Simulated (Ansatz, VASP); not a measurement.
## Two plane-wave programs on Ga3O2

The input INCAR:

```
SYSTEM = Ga3O2
PREC = Accurate ; ENCUT = 520
EDIFF = 1E-6 ; ISMEAR = 0
SIGMA = 0.1 ; LREAL = .False.
LASPH = .True. ; NELM = 150
ALGO = Normal ; ISIF = 2
LWAVE = .False. ; LCHARG = .True.
ISPIN = 2 ; MAGMOM = 0 0 0 1 1
LORBIT = 11 ; GGA = PE
LELF = .True. ; LVHAR = .True.
NBANDS = 38
```

File KPOINTS:

```
Automatic mesh
0
Gamma
  6 6 6
  0 0 0
```

The input POSCAR:

```
Ga3O2
1.0
    2.2575267200      1.3033836600      4.6470858100
   -2.2575267200      1.3033836600      4.6470858100
    0.0000000000     -2.6067673200      4.6470858100
Ga O
3 2
Direct
    0.5956852400      0.5956852400      0.5956852400
    0.4043147600      0.4043147600      0.4043147600
    0.0000000000      0.0000000000      0.0000000000
    0.2068938000      0.2068938000      0.2068938000
    0.7931062000      0.7931062000      0.7931062000
```

Input for Ansatz:

```yaml
crystal:
  lattice:
    - [2.25752672, 1.30338366, 4.64708581]
    - [-2.25752672, 1.30338366, 4.64708581]
    - [0.0, -2.60676732, 4.64708581]
  atoms:
    - { symbol: Ga, position: [0.59568524, 0.59568524, 0.59568524] }
    - { symbol: Ga, position: [0.40431476, 0.40431476, 0.40431476] }
    - { symbol: Ga, position: [0.0, 0.0, 0.0] }
    - { symbol: O, position: [0.2068938, 0.2068938, 0.2068938], spin: 1.0 }
    - { symbol: O, position: [0.7931062, 0.7931062, 0.7931062], spin: 1.0 }
basis:
  ecutwfc: 420
kpoints:
  mp_grid: { grid: [6, 6, 6] }
hamiltonian:
  xc: pbe
scf:
  occupations: { method: gaussian, width: 0.1 }
  lower_state_search: "off"
output:
  forces: true
  stress: true
  eigenvalues: true
  populations: true
magnetization:
  spin_polarized: true
```

Change from the starting cell: species swapped into the Li3In2 type (R-3m, No. 166).

Alike in both runs: task single point; functional PBE; k mesh 6 × 6 × 6; occupations gaussian, width 0.1 eV; collinear spin.

```csv
,VASP,Ansatz
version,VASP 6.6.1,Ansatz 0.2.0
potentials or method,"VASP PAW PBE potentials, release 64 (Ga_d, O), cutoff 520 eV","scalar-relativistic, plane waves, PAW"
valence electrons in the cell,51,51
```

|  | VASP | Ansatz | Ansatz less VASP |
| --- | --- | --- | --- |
| gap on the k mesh at the Fermi level (eV) | none | none | - |
| pressure (GPa) | -7.6 | -7.6 | -0.01 |
| traceless stress, the component that is largest in VASP (GPa) | -2.99 | -2.99 | -0.001 |
| rms of the force components (eV/Å) | 0.482 | 0.484 | +0.0019 |
| net moment per atom (μB) | 0.19 | 0.19 | 0.000 |
| size of the moment on the site where the two differ most (μB) | 0.46 | 0.54 | +0.080 |

Site moments also hang on the region over which each program counts them. Atom by atom the forces differ by 0.002 eV/Å (rms over components). A gap of «none» marks a metal or a gap that the smearing closes. With one functional, cell and mesh, what is left measures potentials, basis and numerics.
